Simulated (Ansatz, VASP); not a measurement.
## Two plane-wave programs on GaSb

File INCAR:

```
PREC = Accurate
ENCUT = 520
EDIFF = 1E-6
ISMEAR = 0
SIGMA = 0.15
LREAL = False
LASPH = True
NELM = 100
ALGO = Normal
ISIF = 2
LWAVE = False
LCHARG = False
GGA = CA
NBANDS = 16
```

KPOINTS

```
regular mesh
0
Gamma
  16 16 16
```

Contents of POSCAR:

```
GaSb
1.0
   -1.5443983475      2.5556517855      2.8041297762
    1.5443983475     -2.5556517855      2.8041297762
    1.5443983475      2.5556517855     -2.8041297762
Ga Sb
1 1
Direct
    0.0000000000      0.0000000000      0.0000000000
    0.5000000000      0.5000000000      0.0000000000
```

Input for Ansatz:

```yaml
crystal:
  lattice:
    - [-1.5443983475, 2.5556517855, 2.8041297762]
    - [1.5443983475, -2.5556517855, 2.8041297762]
    - [1.5443983475, 2.5556517855, -2.8041297762]
  atoms:
    - { symbol: Ga, position: [0.0, 0.0, 0.0] }
    - { symbol: Sb, position: [0.5, 0.5, 0.0] }
basis:
  ecutwfc: 420
kpoints:
  mp_grid: { grid: [16, 16, 16] }
hamiltonian:
  xc: lda
  pseudopotentials: { kind: paw, azcp: { folder: soft_1 } }
scf:
  occupations: { method: gaussian, width: 0.15 }
output:
  forces: true
  stress: true
  eigenvalues: true
  write_density: true
  write_potential: true
  elf: true
  volumetric_format: npy
```

Change from the starting cell: strain +e along x and -e along y -0.0200, strain +e along z and -e/2 along x and y +0.0000.

Alike in both runs: task single point; functional LDA; k mesh 16 × 16 × 16; occupations gaussian, width 0.15 eV; no spin polarisation.

|  | VASP | Ansatz |
| --- | --- | --- |
| version | VASP 6.6.1 | Ansatz 0.2.0 |
| potentials or method | VASP PAW LDA potentials, release 64 (Ga_d, Sb), cutoff 520 eV | scalar-relativistic, plane waves, PAW |
| valence electrons in the cell | 18 | 28 |

Ansatz gave:

```
gap on the k mesh at the Fermi level (eV)                     : none
pressure (GPa)                                                : 0.1
traceless stress, the component that is largest in VASP (GPa) : 0.66
```

Q: Which values does VASP return?

A: gap on the k mesh at the Fermi level (eV): none; pressure (GPa): 0.1; traceless stress, the component that is largest in VASP (GPa): 0.68.

Ansatz warns that its potentials were made for another functional, while VASP's fit it. LDA's correlation is that of Perdew and Zunger in VASP and of Perdew and Wang (1992) in Ansatz. A gap of «none» marks a metal or a gap that the smearing closes. VASP's potentials hold 18 valence electrons a cell and Ansatz's 28, so a difference there can come from the potentials and not from the codes.

Spin-orbit coupling is off throughout.
